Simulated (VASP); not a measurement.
Crystal: V.

```
V
1.0
     2.78202    0.00000    0.00000
    -1.39101    2.40930    0.00000
     0.00000    0.00000    4.51537
V
2
Direct
  0.33333 0.66667 0.25000
  0.66667 0.33333 0.75000
```

This isn't the form of V at room conditions, which is bcc.

```yaml
Program: VASP 6.6.1
Task: relaxation of cell and atoms
Functional: r2SCAN
Potentials_or_basis: VASP PAW PBE potentials, release 64 (V_sv)
Cutoff: 600 eV
k_mesh: 9 × 9 × 4
Occupations: gaussian, width 0.1 eV
Spin: collinear spin, ferromagnetic start
Starting_moments: "[0.92, 0.92] μB"
```

At the start: pressure -15.2 GPa; volume 15.13 Å³/atom.

**Question.** How do energy, volume and symmetry change on relaxing?

**Answer.** Over 9 steps the energy falls by 124.5 meV/atom and the volume is 13.68 Å³/atom (-9.6 %); space group P6_3/mmc (No. 194, to 0.1 Å) before and after; moment 0.00 μB per cell.

The path:
```csv
step,energy change (eV),largest force (eV/Å),pressure (GPa),volume (Å³)
1,0.0000,0.0000,-15.23,30.27
2,0.0067,0.0000,26.96,24.37
3,-0.1882,0.0000,1.58,27.13
4,-0.1883,0.0000,2.02,27.07
5,-0.2397,0.0000,2.12,27.05
6,-0.2451,0.0000,2.47,27.01
7,-0.2466,0.0000,2.33,27.02
8,-0.2451,0.0000,-2.85,27.79
9,-0.2490,0.0000,-0.02,27.36
```

Final structure:
```cif
data_structure
_symmetry_space_group_name_H-M 'P 1'
_symmetry_Int_Tables_number 1
_cell_length_a 2.5995
_cell_length_b 2.5995
_cell_length_c 4.6755
_cell_angle_alpha 90.000
_cell_angle_beta 90.000
_cell_angle_gamma 120.000
_cell_volume 27.36
loop_
_atom_site_label
_atom_site_type_symbol
_atom_site_fract_x
_atom_site_fract_y
_atom_site_fract_z
_atom_site_occupancy
V1 V 0.33333 0.66667 0.25000 1
V2 V 0.66667 0.33333 0.75000 1
```

Caveat: the moments typed at the start vanished in this run; the PAW data sets were made with another functional, which shifts forces and pressure a little.
